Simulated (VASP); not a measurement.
# TiB4 (Im-3m) in VASP: notebook

TiB4 is run at these levels: PBE; tasks: single point, relaxation of cell and atoms.

All numbers are computed with VASP 6.6.1; they aren't measurements. Logs are shortened: lines on timing, memory, paths and dates and some standing lists are left out, and cuts for length are marked.

## 1. The cell of the first run

It takes space group Im-3m (No. 229, cubic). The conventional cell has a = 4.921 Å, b = 4.921 Å, c = 4.921 Å, α = 90.00°, β = 90.00°, γ = 90.00°. Ti (site symmetry m-3m) has 8 B at 2.13 Å within 2.8 Å. Within 2.8 Å of B (site symmetry -3m) lie 2 Ti at 2.13 Å and 6 B at 2.46 Å.

## 2. Single point, PBE

Contents of INCAR:

```
  PREC = Accurate
  ENCUT = 520
  EDIFF = 1E-7
  ISMEAR = 0
  SIGMA = 0.1
  LREAL = False
  LASPH = True
  NELM = 80
  ALGO = Normal
  ISIF = 2
  LWAVE = False
  LCHARG = False
  GGA = PE
  NBANDS = 20
```

Contents of KPOINTS:

```
Automatic mesh
0
Gamma
  6 6 6
```

Contents of POSCAR:

```
TiB4
1.0
   -2.4604896713      2.4604896713      2.4604896713
    2.4604896713     -2.4604896713      2.4604896713
    2.4604896713      2.4604896713     -2.4604896713
Ti B
1 4
Direct
    0.0000000000      0.0000000000      0.0000000000
    0.0000000000      0.0000000000      0.5000000000
    0.0000000000      0.5000000000      0.0000000000
    0.5000000000      0.0000000000      0.0000000000
    0.5000000000      0.5000000000      0.5000000000
```

Potentials or basis: VASP PAW PBE potentials, release 64 (Ti_sv, B).

Started as:

```bash
$ cat potpaw_PBE.64/Ti_sv/POTCAR potpaw_PBE.64/B/POTCAR > POTCAR
$ mpirun -np 1 vasp_std > vasp.out
```

OUTCAR:

```text
PREC = Accurate
   ENCUT = 520
   EDIFF = 1E-7
   ISMEAR = 0
   LREAL = False
   LASPH = True
   NELM = 80
   ISIF = 2
   GGA = PE

 ion  position               nearest neighbor table
   1  0.000  0.000  0.000-   2 2.13   3 2.13   4 2.13   5 2.13   2 2.13   3 2.13   4 2.13   5 2.13

   2  0.000  0.000  0.500-   1 2.13   1 2.13
   3  0.000  0.500  0.000-   1 2.13   1 2.13
   4  0.500  0.000  0.000-   1 2.13   1 2.13
   5  0.500  0.500  0.500-   1 2.13   1 2.13

  LATTYP: Found a body centered cubic cell.
 ALAT       =     4.9209793426

  Lattice vectors:

 A1 = (  -2.4604896713,   2.4604896713,   2.4604896713)
 A2 = (   2.4604896713,  -2.4604896713,   2.4604896713)
 A3 = (   2.4604896713,   2.4604896713,  -2.4604896713)

Analysis of symmetry for initial positions (statically):
=====================================================================
 Subroutine PRICEL returns:
 Original cell was already a primitive cell.

 Routine SETGRP: Setting up the symmetry group for a
 body centered cubic supercell.

 Subroutine GETGRP returns: Found 48 space group operations
 (whereof 48 operations were pure point group operations)
 out of a pool of 48 trial point group operations.

The static configuration has the point symmetry O_h .

Analysis of symmetry for dynamics (positions and initial velocities):
=====================================================================
 Subroutine PRICEL returns:
 Original cell was already a primitive cell.

 Routine SETGRP: Setting up the symmetry group for a
 body centered cubic supercell.

 Subroutine GETGRP returns: Found 48 space group operations
 (whereof 48 operations were pure point group operations)
 out of a pool of 48 trial point group operations.

The dynamic configuration has the point symmetry O_h .

 Subroutine INISYM returns: Found 48 space group operations
 (whereof 48 operations are pure point group operations),
 and found     1 'primitive' translations

----------------------------------------------------------------------------------------

                                     Primitive cell

  volume of cell :      59.5833

  direct lattice vectors                    reciprocal lattice vectors
    -2.460489671  2.460489671  2.460489671     0.000000000  0.203211583  0.203211583
     2.460489671 -2.460489671  2.460489671     0.203211583  0.000000000  0.203211583
     2.460489671  2.460489671 -2.460489671     0.203211583  0.203211583  0.000000000

  length of vectors
     4.261693122  4.261693122  4.261693122     0.287384576  0.287384576  0.287384576

  position of ions in fractional coordinates (direct lattice)
     0.000000000  0.000000000  0.000000000
     0.000000000  0.000000000  0.500000000
     0.000000000  0.500000000  0.000000000
     0.500000000  0.000000000  0.000000000
     0.500000000  0.500000000  0.500000000

  ion indices of the primitive-cell ions
   primitive index   ion index
                 1           1
                 2           2
                 3           3
                 4           4
                 5           5

----------------------------------------------------------------------------------------

 KPOINTS: Automatic mesh

Automatic generation of k-mesh.
 Grid dimensions read from file:
 generate k-points for:    6    6    6

 Generating k-lattice:

  Cartesian coordinates                     Fractional coordinates (reciprocal lattice)
     0.000000000  0.033868597  0.033868597     0.166666667  0.000000000  0.000000000
     0.033868597  0.000000000  0.033868597     0.000000000  0.166666667  0.000000000
     0.033868597  0.033868597  0.000000000     0.000000000  0.000000000  0.166666667

  Length of vectors
     0.047897429  0.047897429  0.047897429

  Shift w.r.t. Gamma in fractional coordinates (k-lattice)
     0.000000000  0.000000000  0.000000000

 Subroutine IBZKPT returns following result:
 ===========================================

 Found     16 irreducible k-points:

 Following reciprocal coordinates:
            Coordinates               Weight
  0.000000  0.000000  0.000000      1.000000
  0.166667  0.000000  0.000000     12.000000
  0.333333  0.000000  0.000000     12.000000
  0.500000  0.000000  0.000000      6.000000
  0.166667  0.166667  0.000000     24.000000
  0.333333  0.166667  0.000000     48.000000
[... 8 lines left out ...]
  0.500000  0.500000  0.333333     12.000000
  0.500000  0.500000  0.500000      1.000000
   k-points           NKPTS =     16   k-points in BZ     NKDIM =     16   number of bands    NBANDS=     20
   number of dos      NEDOS =    301   number of ions     NIONS =      5
   total plane-waves  NPLWV =  32768
   dimension x,y,z NGX =    32 NGY =   32 NGZ =   32
   dimension x,y,z NGXF=    64 NGYF=   64 NGZF=   64
   ions per type =               1   4
   NGX,Y,Z   is equivalent  to a cutoff of  12.48, 12.48, 12.48 a.u.
   NGXF,Y,Z  is equivalent  to a cutoff of  24.97, 24.97, 24.97 a.u.
 SYSTEM =  unknown system
   PREC   = accura    normal or accurate (medium, high low for compatibility)
   ISTART =      0    job   : 0-new  1-cont  2-samecut
   ICHARG =      2    charge: 1-file 2-atom 10-const
   ISPIN  =      1    spin polarized calculation?
   LNONCOLLINEAR =      F non collinear calculations
   LSORBIT =      F    spin-orbit coupling
   LASPH  =      T    aspherical Exc in radial PAW
   ENCUT  =  520.0 eV  38.22 Ry    6.18 a.u.   7.92  7.92  7.92*2*pi/ulx,y,z
   NELM   =     80;   NELMIN=  2; NELMDL= -5     # of ELM steps
   EDIFF  = 0.1E-06   stopping-criterion for ELM
   LREAL  =      F    real-space projection
   EDIFFG = 0.1E-05   stopping-criterion for IOM
   NSW    =      0    number of steps for IOM
   IBRION =     -1    ionic relax: 0-MD 1-quasi-New 2-CG
   NFREE  =      0    steps in history (QN), initial steepest desc. (CG)
   ISIF   =      2    stress and relaxation
   ISYM   =      2    0-nonsym 1-usesym 2-fastsym
   POTIM  = 0.5000    time-step for ionic-motion
   TEBEG  =    0.0;   TEEND  =   0.0 temperature during run
   PSTRESS=    0.0 pullay stress
   NELECT =      24.0000    total number of electrons
   NUPDOWN=      -1.0000    fix difference up-down
   EMIN   =  10.00;   EMAX   =-10.00  energy-range for DOS
   EFERMI =   0.00;   METHOD = LEGACY
   ISMEAR =     0;   SIGMA  =   0.10  broadening in eV -4-tet -1-fermi 0-gaus
   EFERMI_NEDOS =   21; number of points for ismear=-14 and -15
   IALGO  =     38    algorithm
   IMIX   =      4    mixing-type and parameters
     AMIX     =   0.40;   BMIX     =  1.00
     AMIX_MAG =   1.60;   BMIX_MAG =  1.00
  volume/ion in A,a.u.               =      11.92        80.42
  Fermi-wavevector in a.u.,A,eV,Ry     =   1.209030  2.284735 19.888360  1.461753
  Thomas-Fermi vector in A             =   2.344620
   LORBIT       =      0    0 simple, 1 ext, 2 COOP (PROOUT), +10 PAW based schemes
   GGA     = PE    functional components
   LHFCALC =     F    Hartree Fock is set to
   AEXX    =    0.0000 exact exchange contribution
   IVDW    =     0    specifies the selected vdW correction
   LEPSILON=     F    determine dielectric tensor
   LRPA    =     F    only Hartree local field effects (RPA)
 non-spin polarized calculation
 Gauss-broadening in eV      SIGMA  =   0.10
  energy-cutoff  :      520.00
  volume of cell :       59.58
 maximum number of plane-waves:      1638
   NGX = 15   NGY = 15   NGZ = 15

 number of electron      24.0000005 magnetization

 Free energy of the ion-electron system (eV)
  ---------------------------------------------------
  ext. energy  EPLUGINS =         0.00000000
  ---------------------------------------------------
  free energy    TOTEN  =       -27.01947275 eV

  energy without entropy =      -26.99891158  energy(sigma->0) =      -27.00919217

 E-fermi :   3.4463     XC(G=0): -10.5776

 val. band max:        3.4298753291   @ k =   0.3333   0.3333   0.0000
 cond. band min:       3.4493708089   @ k =   0.5000   0.5000   0.1667
 fundamental gap:      0.0194954799
 Fermi energy:         3.4462508487

 k-point     1 :       0.0000    0.0000    0.0000
  band No.  band energies     occupation
      1     -50.9998      2.00000
      2     -27.4137      2.00000
      3     -27.4137      2.00000
      4     -27.4137      2.00000
      5      -6.1052      2.00000
      6       0.5485      2.00000
[... 12 lines left out ...]
     19      10.6226      0.00000
     20      10.6282      0.00000

 k-point     2 :       0.1667    0.0000    0.0000
  band No.  band energies     occupation
      1     -50.9998      2.00000
      2     -27.4145      2.00000
      3     -27.4135      2.00000
      4     -27.4133      2.00000
      5      -5.7949      2.00000
      6      -0.1965      2.00000
[... 12 lines left out ...]
     19       9.9631      0.00000
     20      10.4133      0.00000

 k-point     3 :       0.3333    0.0000    0.0000
  band No.  band energies     occupation
      1     -51.0000      2.00000
      2     -27.4160      2.00000
      3     -27.4132      2.00000
      4     -27.4127      2.00000
      5      -4.8982      2.00000
      6      -1.7792      2.00000
[... 12 lines left out ...]
     19       9.5750      0.00000
     20       9.9302      0.00000

 k-point     4 :       0.5000    0.0000    0.0000
  band No.  band energies     occupation
      1     -51.0000      2.00000
      2     -27.4168      2.00000
      3     -27.4130      2.00000
      4     -27.4123      2.00000
      5      -3.7186      2.00000
      6      -3.2476      2.00000
[... 245 lines left out ...]
 k-point    15 :       0.5000    0.5000    0.3333
  band No.  band energies     occupation
      1     -51.0003      2.00000
      2     -27.4139      2.00000
      3     -27.4129      2.00000
      4     -27.4128      2.00000
      5      -2.4626      2.00000
      6      -2.3084      2.00000
[... 12 lines left out ...]
     19       9.1666      0.00000
     20      11.6896      0.00000

 k-point    16 :       0.5000    0.5000    0.5000
  band No.  band energies     occupation
      1     -51.0004      2.00000
      2     -27.4129      2.00000
      3     -27.4129      2.00000
      4     -27.4129      2.00000
      5      -1.4772      2.00000
      6      -1.4772      2.00000
[... 12 lines left out ...]
     19       9.3194      0.00000
     20      12.5361      0.00000

------------------------ aborting loop because EDIFF is reached ----------------------------------------

  FORCE on cell =-STRESS in cart. coord.  units (eV):
  Direction    XX          YY          ZZ          XY          YZ          ZX
  --------------------------------------------------------------------------------------
  -------------------------------------------------------------------------------------
  Total       -0.0750890     -0.0750890     -0.0750890      0.0000000     -0.0000000      0.0000000
  in kB       -2.0191205     -2.0191205     -2.0191205      0.0000000     -0.0000000      0.0000000
  external PRESSURE =      -2.0191205 kB  Pullay stress =       0.0000000 kB

 VOLUME and BASIS-vectors are now :
 -----------------------------------------------------------------------------
  energy-cutoff  :      520.00
  volume of cell :       59.58
      direct lattice vectors                 reciprocal lattice vectors
    -2.460489671  2.460489671  2.460489671     0.000000000  0.203211583  0.203211583
     2.460489671 -2.460489671  2.460489671     0.203211583  0.000000000  0.203211583
     2.460489671  2.460489671 -2.460489671     0.203211583  0.203211583  0.000000000

 POSITION                                       TOTAL-FORCE (eV/Angst)
 -----------------------------------------------------------------------------------
      0.00000      0.00000      0.00000         0.000000     -0.000000      0.000000
      1.23024      1.23024     -1.23024        -0.000000      0.000000     -0.000000
      1.23024     -1.23024      1.23024         0.000000      0.000000      0.000000
     -1.23024      1.23024      1.23024        -0.000000     -0.000000     -0.000000
      1.23024      1.23024      1.23024         0.000000     -0.000000      0.000000
 -----------------------------------------------------------------------------------
    total drift:                                0.000000     -0.000000      0.000000

  FREE ENERGIE OF THE ION-ELECTRON SYSTEM (eV)
  ---------------------------------------------------
  free  energy   TOTEN  =       -27.0194727540 eV

  energy  without entropy=      -26.9989115836  energy(sigma->0) =      -27.00919217
```

Wall time 13 s (1 thread of AMD EPYC 9R14 (Zen 4), shared host); peak memory 0.15 GiB.

Results:

```yaml
Free_energy: -27.0195 eV
Pressure: -0.2 GPa
Band_gap_on_the_k_mesh: zero (band 12 reaches 4.06 eV, above the bottom of band 13 at 2.25 eV)
```

## 3. Relaxation of cell and atoms, PBE

This run uses another cell than the first one, of 8.83 Å³/atom, 0.741 times its volume.

Contents of INCAR:

```
SYSTEM = TiB4
PREC     = Accurate       ! precision mode
ENCUT    = 600            ! plane-wave cutoff, eV
EDIFF    = 1E-6           ! SCF threshold, eV
ISMEAR   = 0              ! smearing method
SIGMA    = 0.1            ! smearing width, eV
LREAL    = .False.        ! projectors in reciprocal space
LASPH    = .True.         ! aspherical terms in the spheres
NELM     = 100            ! most SCF steps
ALGO     = Normal         ! electronic algorithm
ISIF     = 3              ! what is computed and relaxed
LWAVE    = .False.        ! write WAVECAR
LCHARG   = .False.        ! write CHGCAR
GGA      = PE             ! functional
IBRION   = 2              ! ionic algorithm
NSW      = 90             ! ionic steps
EDIFFG   = -0.04          ! ionic threshold
```

Contents of KPOINTS:

```
regular mesh
0
Gamma
  6 6 6
  0 0 0
```

POSCAR: that of step 2 with these lines changed.

```diff
@@ -2,5 +2,5 @@
 1.0
-   -2.4604896713      2.4604896713      2.4604896713
-    2.4604896713     -2.4604896713      2.4604896713
-    2.4604896713      2.4604896713     -2.4604896713
+   -2.2263719300      2.2263719300      2.2263719300
+    2.2263719300     -2.2263719300      2.2263719300
+    2.2263719300      2.2263719300     -2.2263719300
 Ti B
```

Potentials or basis: VASP PAW PBE potentials, release 64 (Ti_sv, B).

Started as:

```bash
$ cat potpaw_PBE.64/Ti_sv/POTCAR potpaw_PBE.64/B/POTCAR > POTCAR
$ mpirun -np 1 vasp_std > vasp.out
```

Run time: 32 s. Hardware: 1 thread of AMD EPYC 9R14 (Zen 4), shared host; peak memory 0.15 GiB.

The run converged. Its results:

| Item | Value |
| --- | --- |
| Free energy | -27.0145 eV |
| Relaxed volume | 11.88 Å³/atom |
| Relaxed cell | a = 4.257 Å, b = 4.257 Å, c = 4.257 Å, α = 109.47°, β = 109.47°, γ = 109.47° |
| Space group after relaxing (to 0.05 Å) | Im-3m (No. 229) |
| Energy gained by relaxing | 432.2 meV/atom |
| Ionic steps | 3 |
| Pressure after relaxing | 0.1 GPa |
| Band gap on the k mesh | zero (band 12 reaches 4.09 eV, above the bottom of band 13 at 2.27 eV) |

Step by step:
```
step  energy change (eV)  largest force (eV/Å)  pressure (GPa)  volume (Å³)
   1              0.0000                0.0000           55.07        44.14
   2             -1.9106                0.0000          -10.50        66.50
   3             -2.1612                0.0000            0.14        59.39
```

Final structure:
```yaml
crystal:
  lattice:
    - [-2.45778, 2.45778, 2.45778]
    - [2.45778, -2.45778, 2.45778]
    - [2.45778, 2.45778, -2.45778]
  atoms:
    - { symbol: Ti, position: [0.00000, 0.00000, 0.00000] }
    - { symbol: B, position: [0.00000, 0.00000, 0.50000] }
    - { symbol: B, position: [0.00000, 0.50000, 0.00000] }
    - { symbol: B, position: [0.50000, 0.00000, 0.00000] }
    - { symbol: B, position: [0.50000, 0.50000, 0.50000] }
```

Levels at points of the mesh, in eV from the Fermi level:
| k point | band 8 | band 9 | band 10 | band 11 | band 12 | band 13 | band 14 | band 15 | band 16 |
| --- | --- | --- | --- | --- | --- | --- | --- | --- | --- |
| (0.00, 0.00, 0.00) | -2.90 | -0.27 | -0.27 | -0.27 | -0.17 | -0.17 | -0.17 | 2.30 | 2.30 |
| (0.50, 0.00, 0.00) | -2.67 | -2.20 | -0.92 | -0.46 | 0.34 | 0.47 | 2.35 | 3.81 | 5.44 |
| (0.50, 0.50, 0.50) | -4.02 | -4.02 | -3.39 | -1.21 | -1.21 | -1.21 | 3.57 | 5.40 | 5.40 |

Caveat: the volume moved by over 15 % at a fixed basis, so the end points are rough.
